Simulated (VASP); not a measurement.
# AlRu (P4/mmm) in VASP: further runs

AlRu is run at these levels: r2SCAN; tasks: single point.

Program: VASP 6.6.1. These are calculated values, not measurements. Logs are shortened: lines on timing, memory, paths and dates and some standing lists are left out, and cuts for length are marked.

## 1. The cell of the first run

Symmetry: P4/mmm, No. 123, tetragonal system. The conventional cell has a = 3.066 Å, b = 3.066 Å, c = 2.917 Å, α = 90.00°, β = 90.00°, γ = 90.00°. Al (site symmetry 4/mmm) has 8 Ru at 2.61 Å and 6 Al at 2.92 to 3.07 Å within 3.4 Å. Ru (site symmetry 4/mmm) has 8 Al at 2.61 Å and 6 Ru at 2.92 to 3.07 Å within 3.4 Å.

## 2. Single point, r2SCAN (strain +0.025 along x and y, -0.025 along z)

Contents of POSCAR:

```
AlRu
1.0
    3.0663900000      0.0000000000      0.0000000000
    0.0000000000      3.0663900000      0.0000000000
    0.0000000000      0.0000000000      2.9168100000
Al Ru
1 1
Direct
    0.0000000000      0.0000000000      0.0000000000
    0.5000000000      0.5000000000      0.5000000000
```

Contents of INCAR.step1:

```
PREC = Accurate
ENCUT = 520
ISMEAR = 0
SIGMA = 0.15
LREAL = F
LASPH = T
NELM = 80
NBANDS = 16
GGA = PE
ALGO = Normal
EDIFF = 1E-4
LWAVE = T
LCHARG = F
```

Contents of INCAR.step2:

```
PREC = Accurate
ENCUT = 520
EDIFF = 1E-7
ISMEAR = 0
SIGMA = 0.15
LREAL = F
LASPH = T
NELM = 80
ALGO = Normal
ISIF = 2
LWAVE = F
LCHARG = F
METAGGA = R2SCAN
LMIXTAU = T
NBANDS = 16
ISTART = 1
```

Contents of KPOINTS:

```
regular mesh
0
Gamma
  16 16 16
```

Potentials or basis: VASP PAW PBE potentials, release 64 (Al, Ru_pv).

Command:

```
$ cat potpaw_PBE.64/Al/POTCAR potpaw_PBE.64/Ru_pv/POTCAR > POTCAR
$ cp INCAR.step1 INCAR
$ mpirun -np 1 vasp_std > vasp.out
$ cp INCAR.step2 INCAR
$ mpirun -np 1 vasp_std > vasp.out
```

OUTCAR:

```text
PREC = Accurate
   ENCUT = 520
   EDIFF = 1E-7
   ISMEAR = 0
   LREAL = F
   LASPH = T
   NELM = 80
   ISIF = 2
   METAGGA = R2SCAN
   ISTART = 1

 ion  position               nearest neighbor table
   1  0.000  0.000  0.000-   2 2.61   2 2.61   2 2.61   2 2.61   2 2.61   2 2.61   2 2.61   2 2.61

   2  0.500  0.500  0.500-   1 2.61   1 2.61   1 2.61   1 2.61   1 2.61   1 2.61   1 2.61   1 2.61

  LATTYP: Found a simple tetragonal cell.
 ALAT       =     3.0663900000
 C/A-ratio  =     0.9512195122

  Lattice vectors:

 A1 = (   3.0663900000,   0.0000000000,   0.0000000000)
 A2 = (   0.0000000000,   3.0663900000,   0.0000000000)
 A3 = (   0.0000000000,   0.0000000000,   2.9168100000)

Analysis of symmetry for initial positions (statically):
=====================================================================
 Subroutine PRICEL returns:
 Original cell was already a primitive cell.

 Routine SETGRP: Setting up the symmetry group for a
 simple tetragonal supercell.

 Subroutine GETGRP returns: Found 16 space group operations
 (whereof 16 operations were pure point group operations)
 out of a pool of 16 trial point group operations.

The static configuration has the point symmetry D_4h.

Analysis of symmetry for dynamics (positions and initial velocities):
=====================================================================
 Subroutine PRICEL returns:
 Original cell was already a primitive cell.

 Routine SETGRP: Setting up the symmetry group for a
 simple tetragonal supercell.

 Subroutine GETGRP returns: Found 16 space group operations
 (whereof 16 operations were pure point group operations)
 out of a pool of 16 trial point group operations.

The dynamic configuration has the point symmetry D_4h.

 Subroutine INISYM returns: Found 16 space group operations
 (whereof 16 operations are pure point group operations),
 and found     1 'primitive' translations

----------------------------------------------------------------------------------------

                                     Primitive cell

  volume of cell :      27.4260

  direct lattice vectors                    reciprocal lattice vectors
     3.066390000  0.000000000  0.000000000     0.326116378  0.000000000  0.000000000
     0.000000000  3.066390000  0.000000000     0.000000000  0.326116378  0.000000000
     0.000000000  0.000000000  2.916810000     0.000000000  0.000000000  0.342840295

  length of vectors
     3.066390000  3.066390000  2.916810000     0.326116378  0.326116378  0.342840295

  position of ions in fractional coordinates (direct lattice)
     0.000000000  0.000000000  0.000000000
     0.500000000  0.500000000  0.500000000

  ion indices of the primitive-cell ions
   primitive index   ion index
                 1           1
                 2           2

----------------------------------------------------------------------------------------

 KPOINTS: regular mesh

Automatic generation of k-mesh.
 Grid dimensions read from file:
 generate k-points for:   16   16   16

 Generating k-lattice:

  Cartesian coordinates                     Fractional coordinates (reciprocal lattice)
     0.020382274  0.000000000  0.000000000     0.062500000  0.000000000  0.000000000
     0.000000000  0.020382274  0.000000000     0.000000000  0.062500000  0.000000000
     0.000000000  0.000000000  0.021427518     0.000000000  0.000000000  0.062500000

  Length of vectors
     0.020382274  0.020382274  0.021427518

  Shift w.r.t. Gamma in fractional coordinates (k-lattice)
     0.000000000  0.000000000  0.000000000

 Subroutine IBZKPT returns following result:
 ===========================================

 Found    405 irreducible k-points:

 Following reciprocal coordinates:
            Coordinates               Weight
  0.000000  0.000000  0.000000      1.000000
  0.062500  0.000000  0.000000      4.000000
  0.125000  0.000000  0.000000      4.000000
  0.187500  0.000000  0.000000      4.000000
  0.250000  0.000000  0.000000      4.000000
  0.312500  0.000000  0.000000      4.000000
[... 16 lines left out ...]
  0.437500  0.125000  0.000000      8.000000
  0.500000  0.125000  0.000000      4.000000
 [... further k-points ...]
   k-points           NKPTS =    405   k-points in BZ     NKDIM =    405   number of bands    NBANDS=     16
   number of dos      NEDOS =    301   number of ions     NIONS =      2
   total plane-waves  NPLWV =  13824
   dimension x,y,z NGX =    24 NGY =   24 NGZ =   24
   dimension x,y,z NGXF=    48 NGYF=   48 NGZF=   48
   ions per type =               1   1
   NGX,Y,Z   is equivalent  to a cutoff of  13.01, 13.01, 13.68 a.u.
   NGXF,Y,Z  is equivalent  to a cutoff of  26.02, 26.02, 27.36 a.u.
 SYSTEM =  unknown system
   PREC   = accura    normal or accurate (medium, high low for compatibility)
   ISTART =      1    job   : 0-new  1-cont  2-samecut
   ICHARG =      0    charge: 1-file 2-atom 10-const
   ISPIN  =      1    spin polarized calculation?
   LNONCOLLINEAR =      F non collinear calculations
   LSORBIT =      F    spin-orbit coupling
   LASPH  =      T    aspherical Exc in radial PAW
   ENCUT  =  520.0 eV  38.22 Ry    6.18 a.u.   5.70  5.70  5.42*2*pi/ulx,y,z
   NELM   =     80;   NELMIN=  2; NELMDL=  0     # of ELM steps
   EDIFF  = 0.1E-06   stopping-criterion for ELM
   LREAL  =      F    real-space projection
   EDIFFG = 0.1E-05   stopping-criterion for IOM
   NSW    =      0    number of steps for IOM
   IBRION =     -1    ionic relax: 0-MD 1-quasi-New 2-CG
   NFREE  =      0    steps in history (QN), initial steepest desc. (CG)
   ISIF   =      2    stress and relaxation
   ISYM   =      2    0-nonsym 1-usesym 2-fastsym
   POTIM  = 0.5000    time-step for ionic-motion
   TEBEG  =    0.0;   TEEND  =   0.0 temperature during run
   PSTRESS=    0.0 pullay stress
   NELECT =      17.0000    total number of electrons
   NUPDOWN=      -1.0000    fix difference up-down
   EMIN   =  10.00;   EMAX   =-10.00  energy-range for DOS
   EFERMI =   0.00;   METHOD = LEGACY
   ISMEAR =     0;   SIGMA  =   0.15  broadening in eV -4-tet -1-fermi 0-gaus
   EFERMI_NEDOS =   21; number of points for ismear=-14 and -15
   IALGO  =     38    algorithm
   IMIX   =      4    mixing-type and parameters
     AMIX     =   0.40;   BMIX     =  1.00
     AMIX_MAG =   1.60;   BMIX_MAG =  1.00
  volume/ion in A,a.u.               =      13.71        92.54
  Fermi-wavevector in a.u.,A,eV,Ry     =   1.395844  2.637762 26.509319  1.948380
  Thomas-Fermi vector in A             =   2.519256
   LORBIT       =      0    0 simple, 1 ext, 2 COOP (PROOUT), +10 PAW based schemes
   METAGGA = R2SCAN    functional components
   LHFCALC =     F    Hartree Fock is set to
   AEXX    =    0.0000 exact exchange contribution
   IVDW    =     0    specifies the selected vdW correction
   LEPSILON=     F    determine dielectric tensor
   LRPA    =     F    only Hartree local field effects (RPA)
 non-spin polarized calculation
 Gauss-broadening in eV      SIGMA  =   0.15
  energy-cutoff  :      520.00
  volume of cell :       27.43
 maximum number of plane-waves:       768
 NGX is ok and might be reduce to    24
   NGX = 11   NGY = 11   NGZ = 11

 number of electron      17.0000006 magnetization

 Free energy of the ion-electron system (eV)
  ---------------------------------------------------
  ext. energy  EPLUGINS =         0.00000000
  ---------------------------------------------------
  free energy    TOTEN  =       -33.57519789 eV

  energy without entropy =      -33.55757211  energy(sigma->0) =      -33.56638500

 E-fermi :  10.2646     XC(G=0): -13.4809

 val. band max:       10.2610365701   @ k =   0.5000   0.1875   0.0000
 cond. band min:      10.2673542749   @ k =   0.2500   0.1875   0.4375
 fundamental gap:      0.0063177048
 Fermi energy:        10.2645933006

 k-point     1 :       0.0000    0.0000    0.0000
  band No.  band energies     occupation
      1     -32.8530      2.00000
      2     -32.8530      2.00000
      3     -32.7857      2.00000
      4       0.2003      2.00000
      5       6.6806      2.00000
      6       6.6809      2.00000
[... 8 lines left out ...]
     15      21.6221      0.00000
     16      26.3270      0.00000

 k-point     2 :       0.0625    0.0000    0.0000
  band No.  band energies     occupation
      1     -32.8599      2.00000
      2     -32.8524      2.00000
      3     -32.7852      2.00000
      4       0.2760      2.00000
      5       6.6971      2.00000
      6       6.7071      2.00000
[... 8 lines left out ...]
     15      21.8876      0.00000
     16      26.5094      0.00000

 k-point     3 :       0.1250    0.0000    0.0000
  band No.  band energies     occupation
      1     -32.8796      2.00000
      2     -32.8507      2.00000
      3     -32.7836      2.00000
      4       0.5006      2.00000
      5       6.7305      2.00000
      6       6.7825      2.00000
[... 8 lines left out ...]
     15      22.5687      0.00000
     16      27.1030      0.00000

 k-point     4 :       0.1875    0.0000    0.0000
  band No.  band energies     occupation
      1     -32.9090      2.00000
      2     -32.8482      2.00000
      3     -32.7813      2.00000
      4       0.8669      2.00000
      5       6.7320      2.00000
      6       6.8982      2.00000
[... 8 lines left out ...]
     15      23.2199      0.00000
     16      28.1619      0.00000
[... 324 lines left out ...]
 k-point    22 :       0.3750    0.1250    0.0000
  band No.  band energies     occupation
      1     -33.0037      2.00000
      2     -32.8653      2.00000
      3     -32.7712      2.00000
      4       2.8963      2.00000
      5       5.8457      2.00000
      6       7.4291      2.00000
[... 8 lines left out ...]
     15      23.6550      0.00000
     16      25.3244      0.00000

 k-point    23 :       0.4375    0.1250    0.0000
  band No.  band energies     occupation
      1     -33.0229      2.00000
      2     -32.8635      2.00000
      3     -32.7697      2.00000
      4       3.6335      2.00000
      5       5.1634      2.00000
      6       7.5404      2.00000
[... 8 lines left out ...]
     15      22.7842      0.00000
     16      24.6270      0.00000

 k-point    24 :       0.5000    0.1250    0.0000
  band No.  band energies     occupation
      1     -33.0296      2.00000
      2     -32.8629      2.00000
      3     -32.7691      2.00000
      4       4.3302      2.00000
      5       4.4805      2.00000
      6       7.5834      2.00000
[... 8 lines left out ...]
     15      23.3552      0.00000
     16      23.8464      0.00000

 [... further k-points ...]

------------------------ aborting loop because EDIFF is reached ----------------------------------------

  FORCE on cell =-STRESS in cart. coord.  units (eV):
  Direction    XX          YY          ZZ          XY          YZ          ZX
  --------------------------------------------------------------------------------------
  -------------------------------------------------------------------------------------
  Total       -1.6194605     -1.6194605     -0.0652975      0.0000000      0.0000000      0.0000000
  in kB      -94.6058586    -94.6058586     -3.8145576      0.0000000      0.0000000      0.0000000
  external PRESSURE =     -64.3420916 kB  Pullay stress =       0.0000000 kB

 VOLUME and BASIS-vectors are now :
 -----------------------------------------------------------------------------
  energy-cutoff  :      520.00
  volume of cell :       27.43
      direct lattice vectors                 reciprocal lattice vectors
     3.066390000  0.000000000  0.000000000     0.326116378  0.000000000  0.000000000
     0.000000000  3.066390000  0.000000000     0.000000000  0.326116378  0.000000000
     0.000000000  0.000000000  2.916810000     0.000000000  0.000000000  0.342840295

 POSITION                                       TOTAL-FORCE (eV/Angst)
 -----------------------------------------------------------------------------------
      0.00000      0.00000      0.00000         0.000000      0.000000      0.000000
      1.53320      1.53320      1.45840         0.000000      0.000000      0.000000
 -----------------------------------------------------------------------------------
    total drift:                                0.000000     -0.000000     -0.000000

  FREE ENERGIE OF THE ION-ELECTRON SYSTEM (eV)
  ---------------------------------------------------
  free  energy   TOTEN  =       -33.5751978885 eV

  energy  without entropy=      -33.5575721137  energy(sigma->0) =      -33.56638500
```

Wall time 4.7 min (1 thread of AMD EPYC 9R45 (Zen 5), shared host); peak memory 0.26 GiB.

Results:

```yaml
Free_energy: -33.5752 eV
Pressure: -6.4 GPa
Band_gap_on_the_k_mesh: zero (an odd number of electrons rules out a gap without spin polarisation)
```

Stress tensor (GPa, compression positive):
```
-9.46  0.00  0.00
 0.00 -9.46  0.00
 0.00  0.00 -0.38
```

Caveat: the cell differs from its parent crystal (strain +0.025 along x and y, -0.025 along z); the stress differs along the axes, from -9 to -0 GPa; the PAW data sets were made with another functional, which shifts forces and pressure a little.

## 3. Single point, r2SCAN (strain +0.050 along x and y, +0.000 along z)

Contents of POSCAR:

```
AlRu
1.0
    3.1411800000      0.0000000000      0.0000000000
    0.0000000000      3.1411800000      0.0000000000
    0.0000000000      0.0000000000      2.9916000000
Al Ru
1 1
Direct
    0.0000000000      0.0000000000      0.0000000000
    0.5000000000      0.5000000000      0.5000000000
```

Contents of INCAR.step1:

```
SYSTEM = AlRu
ALGO     = Normal         ! electronic algorithm
EDIFF    = 1E-4           ! SCF threshold, eV
ENCUT    = 520            ! plane-wave cutoff, eV
GGA      = PE             ! functional
ISMEAR   = 0              ! smearing method
LASPH    = .True.         ! aspherical terms in the spheres
LCHARG   = .False.        ! write CHGCAR
LREAL    = .False.        ! projectors in reciprocal space
LWAVE    = .True.         ! write WAVECAR
NBANDS   = 16             ! bands
NELM     = 100            ! most SCF steps
PREC     = Accurate       ! precision mode
SIGMA    = 0.15           ! smearing width, eV
```

Contents of INCAR.step2:

```
SYSTEM = AlRu
ALGO     = Normal         ! electronic algorithm
EDIFF    = 1E-7           ! SCF threshold, eV
ENCUT    = 520            ! plane-wave cutoff, eV
ISIF     = 2              ! what is computed and relaxed
ISMEAR   = 0              ! smearing method
ISTART   = 1            
LASPH    = .True.         ! aspherical terms in the spheres
LCHARG   = .False.        ! write CHGCAR
LMIXTAU  = .True.       
LREAL    = .False.        ! projectors in reciprocal space
LWAVE    = .False.        ! write WAVECAR
METAGGA  = R2SCAN         ! meta-GGA
NBANDS   = 16             ! bands
NELM     = 100            ! most SCF steps
PREC     = Accurate       ! precision mode
SIGMA    = 0.15           ! smearing width, eV
```

Contents of KPOINTS:

```
k-points
0
Gamma
  16 16 16
  0 0 0
```

Potentials or basis: VASP PAW PBE potentials, release 64 (Al, Ru_pv).

Command:

```
$ cat potpaw_PBE.64/Al/POTCAR potpaw_PBE.64/Ru_pv/POTCAR > POTCAR
$ cp INCAR.step1 INCAR
$ mpirun -np 1 vasp_std > vasp.out
$ cp INCAR.step2 INCAR
$ mpirun -np 1 vasp_std > vasp.out
```

It took 4.6 min on 1 thread of AMD EPYC 9R45 (Zen 5), shared host; peak memory 0.27 GiB.

The run converged. Its results:

| Quantity | Value |
| --- | --- |
| Free energy | -33.4087 eV |
| Pressure | -18.4 GPa |
| Band gap on the k mesh | zero (an odd number of electrons rules out a gap without spin polarisation) |

Stress tensor (GPa, compression positive):
```
-20.80   0.00   0.00
  0.00 -20.80   0.00
  0.00   0.00 -13.67
```

Levels at points of the mesh, in eV from the Fermi level:
| k point | band 7 | band 8 | band 9 | band 10 | band 11 | band 12 |
| --- | --- | --- | --- | --- | --- | --- |
| (0.00, 0.00, 0.00) | -0.09 | 0.23 | 0.23 | 5.51 | 5.51 | 7.04 |
| (0.50, 0.00, 0.00) | -1.70 | -1.14 | 0.42 | 1.89 | 7.72 | 10.26 |
| (0.50, 0.50, 0.00) | -1.61 | -0.80 | -0.80 | 1.29 | 4.57 | 5.51 |
| (0.00, 0.00, 0.50) | -1.70 | -1.70 | 0.20 | 2.63 | 7.73 | 10.26 |
| (0.50, 0.00, 0.50) | -1.30 | -1.16 | -1.16 | 1.52 | 5.26 | 5.83 |
| (0.50, 0.50, 0.50) | 1.40 | 1.69 | 2.56 | 3.99 | 3.99 | 4.26 |

Caveat: the cell differs from its parent crystal (strain +0.050 along x and y, +0.000 along z); the stress differs along the axes, from -21 to -14 GPa; the PAW data sets were made with another functional, which shifts forces and pressure a little.
